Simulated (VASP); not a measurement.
Ga4SbAs3, 8 atoms in the cell. It takes space group P-4m2 (No. 115, tetragonal). Conventional cell: a = 3.962 Å, b = 3.962 Å, c = 11.206 Å, α = 90.00°, β = 90.00°, γ = 90.00°. Within 3.2 Å of Ga (site symmetry 2mm) lie 2 As at 2.43 Å and 2 Sb at 2.43 Å. Ga (site symmetry 2mm) has 4 As at 2.43 Å within 3.2 Å. Within 3.2 Å of Sb (site symmetry -4m2) lie 4 Ga at 2.43 Å. Within 3.2 Å of As (site symmetry 2mm) lie 4 Ga at 2.43 Å. Within 3.2 Å of As (site symmetry -4m2) lie 4 Ga at 2.43 Å. 

```yaml
Program: VASP 6.6.1
Task: single point
Functional: PBE
Potentials_or_basis: VASP PAW PBE potentials, release 64 (Ga_d, Sb, As)
Cutoff: 520 eV
k_mesh: 4 × 4 × 2
Occupations: gaussian, width 0.1 eV
Spin: no spin polarisation
Dipole_correction: no
Further_INCAR_settings: ALGO = Normal; EDIFF = 1e-06; NBANDS = 46
```

Potentials or basis: VASP PAW PBE potentials, release 64 (Ga_d, Sb, As).

Run with:

```sh
$ cat potpaw_PBE.64/Ga_d/POTCAR potpaw_PBE.64/Sb/POTCAR potpaw_PBE.64/As/POTCAR > POTCAR
$ mpirun -np 1 vasp_std > vasp.out
```

Hardware: 1 thread of Intel(R) Xeon(R) Platinum 8488C (Sapphire Rapids), on a shared host.

Task: How long does it take, and how much memory?

Result: Run time: 87 s on 1 thread of Intel(R) Xeon(R) Platinum 8488C (Sapphire Rapids), with other jobs on the host, peak memory 0.3 GiB. Counts: scf iterations 15, k points 12.
